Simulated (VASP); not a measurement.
# TePb (P6_3mc) in VASP: relaxation of cell and atoms with PBE

Aim: the relaxation of cell and atoms of TePb with PBE.

Everything below comes from runs of VASP 6.6.1. Logs are shortened: lines on timing, memory, paths and dates and some standing lists are left out, and cuts for length are marked.

## 1. The cell of the first run

The structure is hexagonal, space group P6_3mc (No. 186). The conventional cell has a = 4.604 Å, b = 4.604 Å, c = 7.518 Å, α = 90.00°, β = 90.00°, γ = 120.00°. Pb (site symmetry 3m) has 4 Te at 2.82 Å within 3.7 Å. Te (site symmetry 3m) has 4 Pb at 2.82 Å within 3.7 Å.

## 2. Relaxation of cell and atoms, PBE

File INCAR:

```
PREC = Accurate
ENCUT = 600
EDIFF = 1E-6
ISMEAR = -1
SIGMA = 0.02
LREAL = F
LASPH = T
NELM = 100
ALGO = Normal
ISIF = 3
LWAVE = F
LCHARG = F
GGA = PE
IBRION = 2
NSW = 80
EDIFFG = -0.005
```

File KPOINTS:

```
regular mesh
0
Gamma
  6 6 4
```

File POSCAR:

```
TePb
1.0
    4.6038976212      0.0000000000      0.0000000000
   -2.3019488106      3.9870922964      0.0000000000
    0.0000000000      0.0000000000      7.5181648155
Pb Te
2 2
Direct
    0.3333333333      0.6666666667      0.0000000000
    0.6666666667      0.3333333333      0.5000000000
    0.3333333333      0.6666666667      0.3750000000
    0.6666666667      0.3333333333      0.8750000000
```

Potentials or basis: VASP PAW PBE potentials, release 64 (Pb_d, Te).

The run is started by

```
$ cat potpaw_PBE.64/Pb_d/POTCAR potpaw_PBE.64/Te/POTCAR > POTCAR
$ mpirun -np 1 vasp_std > vasp.out
```

OUTCAR:

```text
PREC = Accurate
   ENCUT = 600
   EDIFF = 1E-6
   ISMEAR = -1
   LREAL = F
   LASPH = T
   NELM = 100
   ISIF = 3
   GGA = PE
   IBRION = 2
   NSW = 80
   EDIFFG = -0.005

 ion  position               nearest neighbor table
   1  0.333  0.667  0.000-   4 2.82   4 2.82   4 2.82   3 2.82
   2  0.667  0.333  0.500-   3 2.82   3 2.82   3 2.82   4 2.82
   3  0.333  0.667  0.375-   2 2.82   2 2.82   2 2.82   1 2.82
   4  0.667  0.333  0.875-   1 2.82   1 2.82   1 2.82   2 2.82

  LATTYP: Found a hexagonal cell.
 ALAT       =     4.6038976212
 C/A-ratio  =     1.6330000000

  Lattice vectors:

 A1 = (   4.6038976212,   0.0000000000,   0.0000000000)
 A2 = (  -2.3019488106,   3.9870922964,   0.0000000000)
 A3 = (   0.0000000000,   0.0000000000,   7.5181648155)

Analysis of symmetry for initial positions (statically):
=====================================================================
 Subroutine PRICEL returns:
 Original cell was already a primitive cell.

 Routine SETGRP: Setting up the symmetry group for a
 hexagonal supercell.

 Subroutine GETGRP returns: Found 12 space group operations
 (whereof  6 operations were pure point group operations)
 out of a pool of 24 trial point group operations.

The static configuration has the point symmetry C_3v.
 The point group associated with its full space group is C_6v.

Analysis of symmetry for dynamics (positions and initial velocities):
=====================================================================
 Subroutine PRICEL returns:
 Original cell was already a primitive cell.

 Routine SETGRP: Setting up the symmetry group for a
 hexagonal supercell.

 Subroutine GETGRP returns: Found 12 space group operations
 (whereof  6 operations were pure point group operations)
 out of a pool of 24 trial point group operations.

The dynamic configuration has the point symmetry C_3v.
 The point group associated with its full space group is C_6v.

 Subroutine INISYM returns: Found 12 space group operations
 (whereof  6 operations are pure point group operations),
 and found     1 'primitive' translations

----------------------------------------------------------------------------------------

                                     Primitive cell

  volume of cell :     138.0047

  direct lattice vectors                    reciprocal lattice vectors
     4.603897621  0.000000000  0.000000000     0.217207263  0.125404672  0.000000000
    -2.301948811  3.987092296  0.000000000     0.000000000  0.250809343  0.000000000
     0.000000000  0.000000000  7.518164815     0.000000000  0.000000000  0.133011184

  length of vectors
     4.603897621  4.603897621  7.518164815     0.250809343  0.250809343  0.133011184

  position of ions in fractional coordinates (direct lattice)
     0.333333333  0.666666667  0.000000000
     0.666666667  0.333333333  0.500000000
     0.333333333  0.666666667  0.375000000
     0.666666667  0.333333333  0.875000000

  ion indices of the primitive-cell ions
   primitive index   ion index
                 1           1
                 2           2
                 3           3
                 4           4

----------------------------------------------------------------------------------------

 KPOINTS: regular mesh

Automatic generation of k-mesh.
 Grid dimensions read from file:
 generate k-points for:    6    6    4

 Generating k-lattice:

  Cartesian coordinates                     Fractional coordinates (reciprocal lattice)
     0.036201210  0.020900779  0.000000000     0.166666667 -0.000000000  0.000000000
     0.000000000  0.041801557  0.000000000     0.000000000  0.166666667  0.000000000
     0.000000000  0.000000000  0.033252796     0.000000000  0.000000000  0.250000000

  Length of vectors
     0.041801557  0.041801557  0.033252796

  Shift w.r.t. Gamma in fractional coordinates (k-lattice)
     0.000000000  0.000000000  0.000000000

 Subroutine IBZKPT returns following result:
 ===========================================

 Found     21 irreducible k-points:

 Following reciprocal coordinates:
            Coordinates               Weight
  0.000000  0.000000  0.000000      1.000000
  0.166667  0.000000  0.000000      6.000000
  0.333333  0.000000  0.000000      6.000000
  0.500000  0.000000  0.000000      3.000000
  0.166667  0.166667  0.000000      6.000000
  0.333333  0.166667  0.000000     12.000000
[... 13 lines left out ...]
  0.333333  0.166667  0.500000     12.000000
  0.333333  0.333333  0.500000      2.000000
   k-points           NKPTS =     21   k-points in BZ     NKDIM =     21   number of bands    NBANDS=     24
   number of dos      NEDOS =    301   number of ions     NIONS =      4
   total plane-waves  NPLWV =  96000
   dimension x,y,z NGX =    40 NGY =   40 NGZ =   60
   dimension x,y,z NGXF=    80 NGYF=   80 NGZF=  120
   ions per type =               2   2
   NGX,Y,Z   is equivalent  to a cutoff of  14.44, 14.44, 13.27 a.u.
   NGXF,Y,Z  is equivalent  to a cutoff of  28.89, 28.89, 26.54 a.u.
 SYSTEM =  unknown system
   PREC   = accura    normal or accurate (medium, high low for compatibility)
   ISTART =      0    job   : 0-new  1-cont  2-samecut
   ICHARG =      2    charge: 1-file 2-atom 10-const
   ISPIN  =      1    spin polarized calculation?
   LNONCOLLINEAR =      F non collinear calculations
   LSORBIT =      F    spin-orbit coupling
   LASPH  =      T    aspherical Exc in radial PAW
   ENCUT  =  600.0 eV  44.10 Ry    6.64 a.u.   9.20  9.20 15.02*2*pi/ulx,y,z
   NELM   =    100;   NELMIN=  2; NELMDL= -5     # of ELM steps
   EDIFF  = 0.1E-05   stopping-criterion for ELM
   LREAL  =      F    real-space projection
   EDIFFG = -.5E-02   stopping-criterion for IOM
   NSW    =     80    number of steps for IOM
   IBRION =      2    ionic relax: 0-MD 1-quasi-New 2-CG
   NFREE  =      1    steps in history (QN), initial steepest desc. (CG)
   ISIF   =      3    stress and relaxation
   ISYM   =      2    0-nonsym 1-usesym 2-fastsym
   POTIM  = 0.5000    time-step for ionic-motion
   TEBEG  =    0.0;   TEEND  =   0.0 temperature during run
   PSTRESS=    0.0 pullay stress
   NELECT =      40.0000    total number of electrons
   NUPDOWN=      -1.0000    fix difference up-down
   EMIN   =  10.00;   EMAX   =-10.00  energy-range for DOS
   EFERMI =   0.00;   METHOD = LEGACY
   ISMEAR =    -1;   SIGMA  =   0.02  broadening in eV -4-tet -1-fermi 0-gaus
   EFERMI_NEDOS =   21; number of points for ismear=-14 and -15
   IALGO  =     38    algorithm
   IMIX   =      4    mixing-type and parameters
     AMIX     =   0.40;   BMIX     =  1.00
     AMIX_MAG =   1.60;   BMIX_MAG =  1.00
  volume/ion in A,a.u.               =      34.50       232.83
  Fermi-wavevector in a.u.,A,eV,Ry     =   1.083420  2.047367 15.970507  1.173799
  Thomas-Fermi vector in A             =   2.219486
   LORBIT       =      0    0 simple, 1 ext, 2 COOP (PROOUT), +10 PAW based schemes
   GGA     = PE    functional components
   LHFCALC =     F    Hartree Fock is set to
   AEXX    =    0.0000 exact exchange contribution
   IVDW    =     0    specifies the selected vdW correction
   LEPSILON=     F    determine dielectric tensor
   LRPA    =     F    only Hartree local field effects (RPA)
 conjugate gradient relaxation of ions
 non-spin polarized calculation
  energy-cutoff  :      600.00
  volume of cell :      138.00
 maximum number of plane-waves:      4620
 NGX is ok and might be reduce to    40
   NGX = 19   NGY = 19   NGZ = 31

--------------------------------------- Ionic step        1  -------------------------------------------

 number of electron      40.0000001 magnetization

 Free energy of the ion-electron system (eV)
  ---------------------------------------------------
  ext. energy  EPLUGINS =         0.00000000
  ---------------------------------------------------
  free energy    TOTEN  =       -12.09984685 eV

  energy without entropy =      -12.09984649  energy(sigma->0) =      -12.09984667

 E-fermi :   6.8353     XC(G=0):  -8.9153

 val. band max:        6.6103641165   @ k =   0.3333   0.3333   0.0000
 cond. band min:       7.0501988503   @ k =   0.3333   0.3333   0.0000
 fundamental gap:      0.4398347337
 Fermi energy:         6.8353401035

 k-point     1 :       0.0000    0.0000    0.0000
  band No.  band energies     occupation
      1     -11.2248      2.00000
      2     -11.1622      2.00000
      3     -11.1572      2.00000
      4     -11.1572      2.00000
      5     -11.1434      2.00000
      6     -11.1434      2.00000
[... 16 lines left out ...]
     23       7.5570      0.00000
     24       8.7929      0.00000
[... 636 lines left out ...]
 POSITION                                       TOTAL-FORCE (eV/Angst)
 -----------------------------------------------------------------------------------
     -0.00000      2.98230      0.00269         0.000000     -0.000000     -0.023909
      2.58274      1.49115      4.18890         0.000000      0.000000     -0.023909
     -0.00000      2.98230      3.13696        -0.000000     -0.000000      0.023909
      2.58274      1.49115      7.32317        -0.000000      0.000000      0.023909
 -----------------------------------------------------------------------------------
    total drift:                               -0.000000      0.000000     -0.000749

  FREE ENERGIE OF THE ION-ELECTRON SYSTEM (eV)
  ---------------------------------------------------
  free  energy   TOTEN  =       -14.4431498831 eV

  energy  without entropy=      -14.4431498830  energy(sigma->0) =      -14.44314988

[... ionic steps 4 to 45 ...]

--------------------------------------- Ionic step       46  -------------------------------------------

 number of electron      39.9999995 magnetization

------------------------ aborting loop because EDIFF is reached ----------------------------------------

  FORCE on cell =-STRESS in cart. coord.  units (eV):
  Direction    XX          YY          ZZ          XY          YZ          ZX
  --------------------------------------------------------------------------------------
  -------------------------------------------------------------------------------------
  Total        0.0094365      0.0094365     -0.0380606     -0.0000000      0.0000000      0.0000000
  in kB        0.0862444      0.0862444     -0.3478534     -0.0000000      0.0000000      0.0000000
  external PRESSURE =      -0.0584549 kB  Pullay stress =       0.0000000 kB

 VOLUME and BASIS-vectors are now :
 -----------------------------------------------------------------------------
  energy-cutoff  :      600.00
  volume of cell :      175.30
      direct lattice vectors                 reciprocal lattice vectors
     5.528705671 -0.000000000 -0.000000000     0.180874161  0.104427746  0.000000000
    -2.764352835  4.787999561  0.000000000     0.000000000  0.208855491 -0.000000000
    -0.000000000  0.000000000  6.622347231     0.000000000 -0.000000000  0.151003861
[... 39 lines left out ...]
 POSITION                                       TOTAL-FORCE (eV/Angst)
 -----------------------------------------------------------------------------------
     -0.00000      3.19182      6.22243         0.000000     -0.000000     -0.004291
      2.76419      1.59591      2.91183         0.000000     -0.000000     -0.004291
     -0.00000      3.19182      2.88172        -0.000000      0.000000      0.004291
      2.76419      1.59591      6.19232        -0.000000      0.000000      0.004291
 -----------------------------------------------------------------------------------
    total drift:                               -0.000000      0.000000     -0.003964

  FREE ENERGIE OF THE ION-ELECTRON SYSTEM (eV)
  ---------------------------------------------------
  free  energy   TOTEN  =       -14.6868866631 eV

  energy  without entropy=      -14.6868866631  energy(sigma->0) =      -14.68688666

--------------------------------------- Ionic step       48  -------------------------------------------

 number of electron      39.9999995 magnetization

 Free energy of the ion-electron system (eV)
  ---------------------------------------------------
  ext. energy  EPLUGINS =         0.00000000
  ---------------------------------------------------
  free energy    TOTEN  =       -14.68689568 eV

  energy without entropy =      -14.68689568  energy(sigma->0) =      -14.68689568

 E-fermi :   3.7549     XC(G=0):  -7.8695

 val. band max:        3.3340641571   @ k =   0.3333   0.3333   0.5000
 cond. band min:       4.4792210734   @ k =   0.3333   0.3333   0.5000
 fundamental gap:      1.1451569164
 Fermi energy:         3.7548819047

 k-point     1 :       0.0000    0.0000    0.0000
  band No.  band energies     occupation
      1     -13.4845      2.00000
      2     -13.4537      2.00000
      3     -13.4537      2.00000
      4     -13.4530      2.00000
      5     -13.4530      2.00000
      6     -13.4450      2.00000
[... 16 lines left out ...]
     23       6.2166      0.00000
     24       6.2166      0.00000
[... 560 lines left out ...]
 POSITION                                       TOTAL-FORCE (eV/Angst)
 -----------------------------------------------------------------------------------
     -0.00000      3.19232      6.22169         0.000000     -0.000000     -0.002667
      2.76463      1.59616      2.91130         0.000000     -0.000000     -0.002667
     -0.00000      3.19232      2.88187        -0.000000      0.000000      0.002667
      2.76463      1.59616      6.19226        -0.000000      0.000000      0.002667
 -----------------------------------------------------------------------------------
    total drift:                               -0.000000      0.000000      0.002056

  FREE ENERGIE OF THE ION-ELECTRON SYSTEM (eV)
  ---------------------------------------------------
  free  energy   TOTEN  =       -14.6868956845 eV

  energy  without entropy=      -14.6868956845  energy(sigma->0) =      -14.68689568

 reached required accuracy - stopping structural energy minimisation
```

Wall time 29 min (1 thread of AMD EPYC 9R45 (Zen 5), shared host); peak memory 0.33 GiB.

What came out:

```
Free energy                           : -14.6869 eV
Relaxed volume                        : 43.82 Å³/atom
Relaxed cell                          : a = 5.529 Å, b = 5.529 Å, c = 6.621 Å, α = 90.00°, β = 90.00°, γ = 120.00°
Space group after relaxing (to 0.1 Å) : P6_3/mmc (No. 194)
Energy gained by relaxing             : 646.8 meV/atom
Ionic steps                           : 48
Pressure after relaxing               : 0.0 GPa
Band gap on the k mesh                : 1.15 eV
```

Forces in eV/Å, atoms in the order of the input:
```
Pb   0.000  0.000 -0.003
Pb   0.000  0.000 -0.003
Te   0.000  0.000  0.003
Te   0.000  0.000  0.003
```

The path:
```tsv
step	energy change (eV)	largest force (eV/Å)	pressure (GPa)	volume (Å³)
1	0.0000	0.0720	17.83	138.00
3	-2.3433	0.0239	0.19	193.47
5	-2.3455	0.0408	-0.05	195.29
7	-2.3517	0.2201	0.02	194.96
9	-2.3539	0.2305	0.01	194.96
11	-2.3637	0.2823	-0.02	194.88
13	-2.3734	0.6120	-0.09	193.46
15	-2.3809	0.4921	-0.11	194.09
17	-2.4033	0.4852	-0.31	193.74
19	-2.4405	0.4268	-0.61	192.04
21	-2.5563	0.0709	-0.73	183.44
23	-2.5660	0.0629	-0.58	181.23
25	-2.5722	0.0427	-0.36	178.53
27	-2.5837	0.0245	-0.11	176.90
29	-2.5841	0.0302	0.02	176.06
31	-2.5847	0.0176	0.05	175.72
33	-2.5852	0.0136	0.01	175.83
35	-2.5862	0.0039	-0.14	176.34
37	-2.5869	0.0052	-0.01	175.39
39	-2.5870	0.0037	0.03	175.07
41	-2.5870	0.0044	0.02	175.19
43	-2.5870	0.0034	0.03	175.10
45	-2.5870	0.0026	0.00	175.32
47	-2.5870	0.0043	0.00	175.25
48	-2.5870	0.0027	0.00	175.30
```

Final structure:
```yaml
crystal:
  lattice:
    - [5.52926, 0.00000, 0.00000]
    - [-2.76463, 4.78848, 0.00000]
    - [0.00000, 0.00000, 6.62077]
  atoms:
    - { symbol: Pb, position: [0.33333, 0.66667, 0.93972] }
    - { symbol: Pb, position: [0.66667, 0.33333, 0.43972] }
    - { symbol: Te, position: [0.33333, 0.66667, 0.43528] }
    - { symbol: Te, position: [0.66667, 0.33333, 0.93528] }
```

Levels at points of the mesh, in eV from the valence-band top:
```
           k point  band 17  band 18  band 19  band 20  band 21  band 22  band 23  band 24
(0.00, 0.00, 0.00)    -2.55    -1.30    -1.30    -1.30     1.37     1.37     2.88     2.88
(0.50, 0.00, 0.00)    -2.35    -1.86    -1.71    -0.38     2.34     3.43     3.43     4.04
(0.00, 0.00, 0.50)    -1.98    -1.98    -1.13    -1.13     1.85     1.85     1.85     1.85
(0.50, 0.00, 0.50)    -1.32    -1.32    -0.58    -0.58     1.28     1.28     2.71     2.71
```

Caveat: the volume moved by over 15 % at a fixed basis, so the end points are rough; spin-orbit coupling is left out, which moves the levels of the heavy elements. A k mesh can miss the band edges.
